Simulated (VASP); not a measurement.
# SiC2 (P6/mmm) in VASP: notebook

Runs on SiC2. Level: PBE+D3(BJ). Tasks: single point.

Program: VASP 6.6.1. These are calculated values, not measurements. Logs are shortened: lines on timing, memory, paths and dates and some standing lists are left out, and cuts for length are marked.

### 1 The cell of the first run

The structure is hexagonal, space group P6/mmm (No. 191). Conventional cell: a = 2.468 Å, b = 2.468 Å, c = 7.065 Å, α = 90.00°, β = 90.00°, γ = 120.00°. Within 3.3 Å of Si (site symmetry 6/mmm) lie 6 Si at 2.47 Å. Within 1.9 Å of C (site symmetry -6m2) lie 3 C at 1.42 Å.

### 2 Single point, PBE+D3(BJ)

INCAR reads:

```
PREC = Accurate ; ENCUT = 520
EDIFF = 1E-6 ; ISMEAR = 0
SIGMA = 0.1 ; LREAL = F
LASPH = T ; NELM = 100
ALGO = Normal ; ISIF = 2
LWAVE = F ; LCHARG = F
GGA = PE ; IVDW = 12
NBANDS = 13
```

KPOINTS reads:

```
Automatic mesh
0
Gamma
  6 6 4
```

POSCAR reads:

```
SiC2
1.0
    2.4677706735      0.0000000000      0.0000000000
   -1.2338853368      2.1371520940      0.0000000000
    0.0000000000      0.0000000000      7.0647017542
Si C
1 2
Direct
    0.0000000000      0.0000000000      0.0000000000
    0.3333333333      0.6666666667      0.4999999899
    0.6666666667      0.3333333333      0.5000000101
```

Potentials or basis: VASP PAW PBE potentials, release 64 (Si, C).

Run with:

```bash
$ cat potpaw_PBE.64/Si/POTCAR potpaw_PBE.64/C/POTCAR > POTCAR
$ mpirun -np 1 vasp_std > vasp.out
```

OUTCAR:

```text
PREC = Accurate
   ENCUT = 520
   EDIFF = 1E-6
   ISMEAR = 0
   LREAL = F
   LASPH = T
   NELM = 100
   ISIF = 2
   GGA = PE
   IVDW = 12
 IVDW          = 12

 ion  position               nearest neighbor table
   1  0.000  0.000  0.000-
   2  0.333  0.667  0.500-   3 1.42   3 1.42   3 1.42
   3  0.667  0.333  0.500-   2 1.42   2 1.42   2 1.42

  LATTYP: Found a hexagonal cell.
 ALAT       =     2.4677706735
 C/A-ratio  =     2.8627869802

  Lattice vectors:

 A1 = (   2.4677706735,   0.0000000000,   0.0000000000)
 A2 = (  -1.2338853368,   2.1371520940,   0.0000000000)
 A3 = (   0.0000000000,   0.0000000000,   7.0647017542)

Analysis of symmetry for initial positions (statically):
=====================================================================
 Subroutine PRICEL returns:
 Original cell was already a primitive cell.

 Routine SETGRP: Setting up the symmetry group for a
 hexagonal supercell.

 Subroutine GETGRP returns: Found 24 space group operations
 (whereof 24 operations were pure point group operations)
 out of a pool of 24 trial point group operations.

The static configuration has the point symmetry D_6h.

Analysis of symmetry for dynamics (positions and initial velocities):
=====================================================================
 Subroutine PRICEL returns:
 Original cell was already a primitive cell.

 Routine SETGRP: Setting up the symmetry group for a
 hexagonal supercell.

 Subroutine GETGRP returns: Found 24 space group operations
 (whereof 24 operations were pure point group operations)
 out of a pool of 24 trial point group operations.

The dynamic configuration has the point symmetry D_6h.

 Subroutine INISYM returns: Found 24 space group operations
 (whereof 24 operations are pure point group operations),
 and found     1 'primitive' translations

----------------------------------------------------------------------------------------

                                     Primitive cell

  volume of cell :      37.2592

  direct lattice vectors                    reciprocal lattice vectors
     2.467770674  0.000000000  0.000000000     0.405224039  0.233956208  0.000000000
    -1.233885337  2.137152094  0.000000000     0.000000000  0.467912416  0.000000000
     0.000000000  0.000000000  7.064701754     0.000000000  0.000000000  0.141548792

  length of vectors
     2.467770674  2.467770674  7.064701754     0.467912416  0.467912416  0.141548792

  position of ions in fractional coordinates (direct lattice)
     0.000000000  0.000000000  0.000000000
     0.333333333  0.666666667  0.499999990
     0.666666667  0.333333333  0.500000010

  ion indices of the primitive-cell ions
   primitive index   ion index
                 1           1
                 2           2
                 3           3

----------------------------------------------------------------------------------------

 KPOINTS: Automatic mesh

Automatic generation of k-mesh.
 Grid dimensions read from file:
 generate k-points for:    6    6    4

 Generating k-lattice:

  Cartesian coordinates                     Fractional coordinates (reciprocal lattice)
     0.067537340  0.038992701  0.000000000     0.166666667  0.000000000  0.000000000
     0.000000000  0.077985403  0.000000000     0.000000000  0.166666667  0.000000000
     0.000000000  0.000000000  0.035387198     0.000000000  0.000000000  0.250000000

  Length of vectors
     0.077985403  0.077985403  0.035387198

  Shift w.r.t. Gamma in fractional coordinates (k-lattice)
     0.000000000  0.000000000  0.000000000

 Subroutine IBZKPT returns following result:
 ===========================================

 Found     21 irreducible k-points:

 Following reciprocal coordinates:
            Coordinates               Weight
  0.000000  0.000000  0.000000      1.000000
  0.166667 -0.000000  0.000000      6.000000
  0.333333 -0.000000  0.000000      6.000000
  0.500000  0.000000  0.000000      3.000000
  0.166667  0.166667  0.000000      6.000000
  0.333333  0.166667  0.000000     12.000000
[... 13 lines left out ...]
  0.333333  0.166667  0.500000     12.000000
  0.333333  0.333333  0.500000      2.000000
   k-points           NKPTS =     21   k-points in BZ     NKDIM =     21   number of bands    NBANDS=     13
   number of dos      NEDOS =    301   number of ions     NIONS =      3
   total plane-waves  NPLWV =  17496
   dimension x,y,z NGX =    18 NGY =   18 NGZ =   54
   dimension x,y,z NGXF=    36 NGYF=   36 NGZF=  108
   ions per type =               1   2
   NGX,Y,Z   is equivalent  to a cutoff of  12.13, 12.13, 12.71 a.u.
   NGXF,Y,Z  is equivalent  to a cutoff of  24.25, 24.25, 25.41 a.u.
 SYSTEM =  unknown system
   PREC   = accura    normal or accurate (medium, high low for compatibility)
   ISTART =      0    job   : 0-new  1-cont  2-samecut
   ICHARG =      2    charge: 1-file 2-atom 10-const
   ISPIN  =      1    spin polarized calculation?
   LNONCOLLINEAR =      F non collinear calculations
   LSORBIT =      F    spin-orbit coupling
   LASPH  =      T    aspherical Exc in radial PAW
   ENCUT  =  520.0 eV  38.22 Ry    6.18 a.u.   4.59  4.59 13.14*2*pi/ulx,y,z
   NELM   =    100;   NELMIN=  2; NELMDL= -5     # of ELM steps
   EDIFF  = 0.1E-05   stopping-criterion for ELM
   LREAL  =      F    real-space projection
   EDIFFG = 0.1E-04   stopping-criterion for IOM
   NSW    =      0    number of steps for IOM
   IBRION =     -1    ionic relax: 0-MD 1-quasi-New 2-CG
   NFREE  =      0    steps in history (QN), initial steepest desc. (CG)
   ISIF   =      2    stress and relaxation
   ISYM   =      2    0-nonsym 1-usesym 2-fastsym
   POTIM  = 0.5000    time-step for ionic-motion
   TEBEG  =    0.0;   TEEND  =   0.0 temperature during run
   PSTRESS=    0.0 pullay stress
   NELECT =      12.0000    total number of electrons
   NUPDOWN=      -1.0000    fix difference up-down
   EMIN   =  10.00;   EMAX   =-10.00  energy-range for DOS
   EFERMI =   0.00;   METHOD = LEGACY
   ISMEAR =     0;   SIGMA  =   0.10  broadening in eV -4-tet -1-fermi 0-gaus
   EFERMI_NEDOS =   21; number of points for ismear=-14 and -15
   IALGO  =     38    algorithm
   IMIX   =      4    mixing-type and parameters
     AMIX     =   0.40;   BMIX     =  1.00
     AMIX_MAG =   1.60;   BMIX_MAG =  1.00
  volume/ion in A,a.u.               =      12.42        83.81
  Fermi-wavevector in a.u.,A,eV,Ry     =   1.122166  2.120587 17.133235  1.259257
  Thomas-Fermi vector in A             =   2.258825
   LORBIT       =      0    0 simple, 1 ext, 2 COOP (PROOUT), +10 PAW based schemes
   GGA     = PE    functional components
   LHFCALC =     F    Hartree Fock is set to
   AEXX    =    0.0000 exact exchange contribution
   IVDW    =    12    specifies the selected vdW correction
   LEPSILON=     F    determine dielectric tensor
   LRPA    =     F    only Hartree local field effects (RPA)
 non-spin polarized calculation
 Gauss-broadening in eV      SIGMA  =   0.10
  energy-cutoff  :      520.00
  volume of cell :       37.26
 maximum number of plane-waves:      1022
   NGX =  9   NGY =  9   NGZ = 27

 number of electron      11.9999997 magnetization

 Free energy of the ion-electron system (eV)
  ---------------------------------------------------
  ext. energy  EPLUGINS =         0.00000000
  ---------------------------------------------------
  free energy    TOTEN  =       -22.92773417 eV

  energy without entropy =      -22.91995811  energy(sigma->0) =      -22.92384614

 E-fermi :   5.2426     XC(G=0):  -9.9511

 val. band max:        5.2010208186   @ k =   0.3333   0.3333   0.0000
 cond. band min:       5.2521478676   @ k =   0.3333   0.3333   0.2500
 fundamental gap:      0.0511270491
 Fermi energy:         5.2426180441

 k-point     1 :       0.0000    0.0000    0.0000
  band No.  band energies     occupation
      1     -14.2455      2.00000
      2      -7.1201      2.00000
      3      -2.5955      2.00000
      4       2.2097      2.00000
      5       2.2097      2.00000
      6       2.2207      2.00000
      7       8.6345      0.00000
      8      13.5521      0.00000
      9      13.5521      0.00000
     10      16.6611      0.00000
     11      17.2318      0.00000
     12      17.7036      0.00000
     13      19.4102      0.00000

 k-point     2 :       0.1667   -0.0000    0.0000
  band No.  band energies     occupation
      1     -13.5917      2.00000
      2      -6.2439      2.00000
      3      -1.8051      2.00000
      4      -0.0753      2.00000
      5       1.0828      2.00000
      6       3.0349      2.00000
      7       9.4016      0.00000
      8      13.4668      0.00000
      9      13.6911      0.00000
     10      14.5800      0.00000
     11      16.0788      0.00000
     12      17.0744      0.00000
     13      17.8901      0.00000

 k-point     3 :       0.3333   -0.0000    0.0000
  band No.  band energies     occupation
      1     -11.6635      2.00000
      2      -4.3698      2.00000
      3      -3.6517      2.00000
      4      -0.5249      2.00000
      5       0.4578      2.00000
      6       5.4184      0.01293
      7       6.3428      0.00000
      8      10.1413      0.00000
      9      12.0497      0.00000
     10      12.9299      0.00000
     11      14.9452      0.00000
     12      15.4047      0.00000
     13      17.2488      0.00000
[... 257 lines left out ...]
 k-point    20 :       0.3333    0.1667    0.5000
  band No.  band energies     occupation
      1      -9.8190      2.00000
      2      -6.1395      2.00000
      3      -2.7847      2.00000
      4      -1.1631      2.00000
      5       2.6506      2.00000
      6       3.9023      2.00000
      7       7.3282      0.00000
      8       7.8049      0.00000
      9       8.8200      0.00000
     10      12.6581      0.00000
     11      15.1806      0.00000
     12      16.1376      0.00000
     13      18.0753      0.00000

 k-point    21 :       0.3333    0.3333    0.5000
  band No.  band energies     occupation
      1      -7.3323      2.00000
      2      -7.3323      2.00000
      3      -5.2838      2.00000
      4       2.5336      2.00000
      5       2.5336      2.00000
      6       4.2472      2.00000
      7       5.3035      0.38942
      8       5.3035      0.38942
      9       9.9585      0.00000
     10      12.7626      0.00000
     11      12.7626      0.00000
     12      15.6944      0.00000
     13      19.3736      0.00000

------------------------ aborting loop because EDIFF is reached ----------------------------------------

 Edisp (eV)   -0.61852

 E8    (eV) :    -0.2125

  FORCE on cell =-STRESS in cart. coord.  units (eV):
  Direction    XX          YY          ZZ          XY          YZ          ZX
  --------------------------------------------------------------------------------------
  -------------------------------------------------------------------------------------
  Total       0.05915     0.05915     0.02275    -0.00000    -0.00000     0.00000
  in kB       2.54331     2.54331     0.97832    -0.00000    -0.00000     0.00000
  external pressure =        2.02 kB  Pullay stress =        0.00 kB

 VOLUME and BASIS-vectors are now :
 -----------------------------------------------------------------------------
  energy-cutoff  :      520.00
  volume of cell :       37.26
      direct lattice vectors                 reciprocal lattice vectors
     2.467770674  0.000000000  0.000000000     0.405224039  0.233956208  0.000000000
    -1.233885337  2.137152094  0.000000000     0.000000000  0.467912416  0.000000000
     0.000000000  0.000000000  7.064701754     0.000000000  0.000000000  0.141548792

 POSITION                                       TOTAL-FORCE (eV/Angst)
 -----------------------------------------------------------------------------------
      0.00000      0.00000      0.00000        -0.000000      0.000000      0.000000
     -0.00000      1.42477      3.53235         0.000000     -0.000000      0.000000
      1.23389      0.71238      3.53235        -0.000000      0.000000      0.000000
 -----------------------------------------------------------------------------------
    total drift:                               -0.000000      0.000000     -0.000000

  FREE ENERGIE OF THE ION-ELECTRON SYSTEM (eV)
  ---------------------------------------------------
  free  energy   TOTEN  =       -23.5462517420 eV

  energy  without entropy=      -23.5384756810  energy(sigma->0) =      -23.54236371
```

Run time: 14 s. Hardware: 1 thread of Intel Xeon Platinum 8488C (Sapphire Rapids), shared host; peak memory 0.15 GiB.

What came out:

| Quantity | Value |
| --- | --- |
| Free energy | -23.5463 eV |
| Pressure | 0.2 GPa |
| Band gap on the k mesh | zero (band 6 reaches 5.42 eV, above the bottom of band 7 at 5.20 eV) |
| Dispersion energy per atom | -0.206 eV |

Caveat: the k points lie up to 0.49 Å⁻¹ apart; pairwise dispersion overbinds metals, which lowers pressure and volume.

### 3 Single point, PBE+D3(BJ), collinear spin, ferromagnetic start

INCAR reads:

```
ALGO     = Normal         # electronic algorithm
EDIFF    = 1E-6           # SCF threshold, eV
ENCUT    = 520            # plane-wave cutoff, eV
GGA      = PE             # functional
ISIF     = 2              # what is computed and relaxed
ISMEAR   = 0              # smearing method
ISPIN    = 2              # spin polarisation
IVDW     = 12             # dispersion correction
LASPH    = True           # aspherical terms in the spheres
LCHARG   = False          # write CHGCAR
LORBIT   = 11             # projections on sites
LREAL    = False          # projectors in reciprocal space
LWAVE    = False          # write WAVECAR
MAGMOM   = 0 1 1          # initial moments
NBANDS   = 17             # bands
NELM     = 150            # most SCF steps
PREC     = Accurate       # precision mode
SIGMA    = 0.1            # smearing width, eV
```

KPOINTS reads:

```
k-points
0
Gamma
  6 6 4
```

POSCAR reads:

```
SiC2
1.0
    2.4677706735      0.0000000000      0.0000000000
   -1.2338853368      2.1371520940      0.0000000000
    0.0000000000      0.0000000000      7.0647017542
Si C
1 2
Direct
    0.0000000000      0.0000000000      0.0000000000
    0.3333333333      0.6666666667      0.5000000000
    0.6666666667      0.3333333333      0.5000000000
```

Potentials or basis: VASP PAW PBE potentials, release 64 (Si, C).

Run with:

```bash
$ cat potpaw_PBE.64/Si/POTCAR potpaw_PBE.64/C/POTCAR > POTCAR
$ mpirun -np 1 vasp_std > vasp.out
```

Run time: 28 s. Hardware: 1 thread of Intel Xeon Platinum 8488C (Sapphire Rapids), shared host; peak memory 0.17 GiB.

The run converged. Its results:

| Property | Result |
| --- | --- |
| Free energy | -23.5463 eV |
| Pressure | 0.2 GPa |
| Band gap on the k mesh | zero (filled and empty bands overlap) |
| Net moment | 0.01 μB per cell |
| Valence electrons inside the program's atomic spheres | Si 1.61; C 2.64 |
| Dispersion energy per atom | -0.206 eV |

Stress tensor (GPa, compression positive):
```
0.26 0.00 0.00
0.00 0.26 0.00
0.00 0.00 0.10
```

Levels at points of the mesh, in eV from the Fermi level:
Spin up:
| k point | band 3 | band 4 | band 5 | band 6 | band 7 | band 8 | band 9 | band 10 |
| --- | --- | --- | --- | --- | --- | --- | --- | --- |
| (0.00, 0.00, 0.00) | -7.84 | -3.03 | -3.03 | -3.02 | 3.39 | 8.31 | 8.31 | 11.41 |
| (0.50, 0.00, 0.00) | -6.40 | -5.12 | -4.14 | -2.41 | 1.19 | 3.80 | 5.34 | 7.35 |
| (0.00, 0.00, 0.50) | -7.56 | -3.69 | -3.03 | -3.03 | 5.37 | 8.18 | 8.31 | 8.31 |
| (0.50, 0.00, 0.50) | -6.40 | -5.16 | -4.17 | -2.30 | 1.71 | 3.04 | 4.89 | 7.36 |
Spin down:
```tsv
k point	band 3	band 4	band 5	band 6	band 7	band 8	band 9	band 10
(0.00, 0.00, 0.00)	-7.83	-3.03	-3.03	-3.02	3.39	8.31	8.31	11.43
(0.50, 0.00, 0.00)	-6.40	-5.12	-4.14	-2.40	1.20	3.80	5.34	7.35
(0.00, 0.00, 0.50)	-7.55	-3.69	-3.03	-3.03	5.37	8.18	8.31	8.31
(0.50, 0.00, 0.50)	-6.40	-5.16	-4.17	-2.29	1.72	3.04	4.89	7.36
```

Caveat: the k points lie up to 0.49 Å⁻¹ apart; pairwise dispersion overbinds metals, which lowers pressure and volume.

### 4 Single point, PBE+D3(BJ)

This run uses another cell than the first one, of 12.50 Å³/atom, 1.007 times its volume.

INCAR reads:

```
PREC     = Accurate       # precision mode
ENCUT    = 520            # plane-wave cutoff, eV
EDIFF    = 1E-7           # SCF threshold, eV
ISMEAR   = 0              # smearing method
SIGMA    = 0.1            # smearing width, eV
LREAL    = F              # projectors in reciprocal space
LASPH    = T              # aspherical terms in the spheres
NELM     = 100            # most SCF steps
ALGO     = Normal         # electronic algorithm
ISIF     = 2              # what is computed and relaxed
LWAVE    = F              # write WAVECAR
LCHARG   = T              # write CHGCAR
GGA      = PE             # functional
IVDW     = 12             # dispersion correction
LELF     = T              # ELF
LVHAR    = T            
NBANDS   = 13             # bands
```

KPOINTS reads:

```
Automatic mesh
0
Gamma
  24 24 8
```

POSCAR reads:

```
SiC2
1.0
    2.4649092877      0.0000000000      0.0000000000
   -1.2324546439      2.1346740611      0.0000000000
    0.0000000000      0.0000000000      7.1274474924
Si C
1 2
Direct
    0.0000000000      0.0000000000      0.0000000000
    0.3333333333      0.6666666667      0.5000000000
    0.6666666667      0.3333333333      0.5000000000
```

Run with:

```bash
$ cat potpaw_PBE.64/Si/POTCAR potpaw_PBE.64/C/POTCAR > POTCAR
$ mpirun -np 1 vasp_std > vasp.out
```

It took 2 min on 1 thread of Intel Xeon Platinum 8488C (Sapphire Rapids), shared host; peak memory 0.25 GiB.

It converged, with:

- Free energy: -23.4664 eV
- Pressure: 0.2 GPa
- Band gap on the k mesh: zero (band 6 reaches 6.14 eV, above the bottom of band 7 at 4.64 eV)
- Dispersion energy per atom: -0.204 eV

Stress tensor (GPa, compression positive):
```
0.27 0.00 0.00
0.00 0.27 0.00
0.00 0.00 0.00
```

Levels at points of the mesh, in eV from the Fermi level:
```
           k point  band 3  band 4  band 5  band 6  band 7  band 8  band 9  band 10
(0.00, 0.00, 0.00)   -8.09   -3.54   -3.22   -3.22    2.94    8.14    8.14    11.26
(0.50, 0.00, 0.00)   -6.60   -5.64   -4.65   -2.63    0.94    3.34    4.84     7.18
(0.00, 0.00, 0.50)   -7.81   -4.18   -3.22   -3.22    4.84    7.63    8.14     8.14
(0.50, 0.00, 0.50)   -6.60   -5.68   -4.67   -2.53    1.48    2.56    4.42     7.19
```

Caveat: pairwise dispersion overbinds metals, which lowers pressure and volume.

### 5 Overview

| spin | cell | k mesh | gap on the mesh (eV) | pressure (GPa) |
| --- | --- | --- | --- | --- |
| off | a = 2.468, b = 2.468, c = 7.065 Å, angles 90.0, 90.0, 120.0°, 3 atoms | 6 × 6 × 4 | none | 0.2 |
| collinear, ferromagnetic start | a = 2.468, b = 2.468, c = 7.065 Å, angles 90.0, 90.0, 120.0°, 3 atoms | 6 × 6 × 4 | none | 0.2 |
| off | a = 2.465, b = 2.465, c = 7.127 Å, angles 90.0, 90.0, 120.0°, 3 atoms | 24 × 24 × 8 | none | 0.2 |

Alike in all rows: task single point; level PBE+D3(BJ); potentials or basis VASP PAW PBE potentials, release 64 (Si, C); cutoff (eV) 520; smearing gaussian 0.1 eV.

Caveats: some runs use coarse meshes; pairwise dispersion overbinds metals, which lowers pressure and volume.

Total energies depend on the potentials used, so only differences within one code and one set of settings carry meaning.
